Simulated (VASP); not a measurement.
Crystal: TiTe2.

```xyz
3
Lattice="3.7770 0.0000 0.0000 -1.8885 3.2710 0.0000 0.0000 0.0000 6.4980" Properties=species:S:1:pos:R:3 pbc="T T T"
Ti    0.0000    0.0000    0.0000
Te    1.8885    1.0903    1.7077
Te    0.0000    2.1807    4.7903
```

- Program: VASP 6.6.1
- Task: relaxation of cell and atoms
- Functional: r2SCAN
- Potentials or basis: VASP PAW PBE potentials, release 64 (Ti_sv, Te)
- Cutoff: 600 eV
- k mesh: 8 × 8 × 4
- Occupations: methfessel-paxton, width 0.1 eV
- Spin: no spin polarisation

At the start: pressure 1.0 GPa; volume 26.76 Å³/atom.

**Question.** How do energy, volume and symmetry change on relaxing?

**Answer.** Over 7 steps the energy falls by 8.7 meV/atom and the volume is 28.20 Å³/atom (+5.4 %); space group P-3m1 (No. 164, to 0.05 Å).

The path:
| step | energy change (eV) | largest force (eV/Å) | pressure (GPa) | volume (Å³) |
| --- | --- | --- | --- | --- |
| 1 | 0.0000 | 0.2080 | 1.04 | 80.28 |
| 2 | -0.0108 | 0.2864 | -0.28 | 82.32 |
| 3 | -0.0110 | 0.2988 | -0.49 | 82.66 |
| 4 | -0.0183 | 0.0928 | 0.00 | 82.96 |
| 5 | -0.0186 | 0.0372 | 0.13 | 83.04 |
| 6 | -0.0218 | 0.0270 | 0.10 | 83.43 |
| 7 | -0.0260 | 0.0017 | 0.05 | 84.59 |

Final structure:
```
CELL_PARAMETERS angstrom
3.82257 0.00000 0.00000
-1.91128 3.31044 0.00000
0.00000 0.00000 6.68468
ATOMIC_POSITIONS crystal
Ti 0.00000 0.00000 0.00000
Te 0.66667 0.33333 0.25162
Te 0.33333 0.66667 0.74838
```

Caveat: the PAW data sets were made with another functional, which shifts forces and pressure a little.
